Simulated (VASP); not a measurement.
Wanted: the native input for a VASP 6.6.1 run.

```
Task                   : single point
Functional             : PBE
Potentials or basis    : VASP PAW PBE potentials, release 64 (Yb)
Cutoff                 : 520 eV
k mesh                 : 12 × 12 × 12
Occupations            : fermi-dirac, width 0.05 eV
Spin                   : non-collinear spin, zero start, spin-orbit coupling
Starting moments       : [[0.0, 0.0, 0.0]] μB
Dipole correction      : no
Further INCAR settings : ALGO = Normal; EDIFF = 1e-07; NBANDS = 35
```

The structure of Yb lies in POSCAR:

```
Yb
1.0
    0.0000000000      2.7431000000      2.7431000000
    2.7431000000      0.0000000000      2.7431000000
    2.7431000000      2.7431000000      0.0000000000
Yb
1
Direct
    0.0000000000      0.0000000000      0.0000000000
```

One way to write it, as run:

INCAR

```
PREC = Accurate
ENCUT = 520
EDIFF = 1E-7
ISMEAR = -1
SIGMA = 0.05
LREAL = False
LASPH = True
NELM = 150
ALGO = Normal
ISIF = 2
LWAVE = False
LCHARG = False
LNONCOLLINEAR = True
MAGMOM = 0 0 0
LORBIT = 11
LSORBIT = True
GGA_COMPAT = False
LORBMOM = True
LMAXMIX = 6
GGA = PE
NBANDS = 35
```

KPOINTS

```
Automatic mesh
0
Gamma
  12 12 12
```

Potentials or basis: VASP PAW PBE potentials, release 64 (Yb).

Launch:

```bash
$ cat potpaw_PBE.64/Yb/POTCAR > POTCAR
$ mpirun -np 1 vasp_ncl > vasp.out
```

It gave:

| Property | Result |
| --- | --- |
| Pressure | -2.9 GPa |
| Net moment | 0.00 μB per cell |
| Valence electrons inside the program's atomic spheres | Yb 22.14 |

Run time: 10 min on 1 thread of Intel(R) Xeon(R) Platinum 8488C (Sapphire Rapids), with other jobs on the host, peak memory 0.39 GiB.
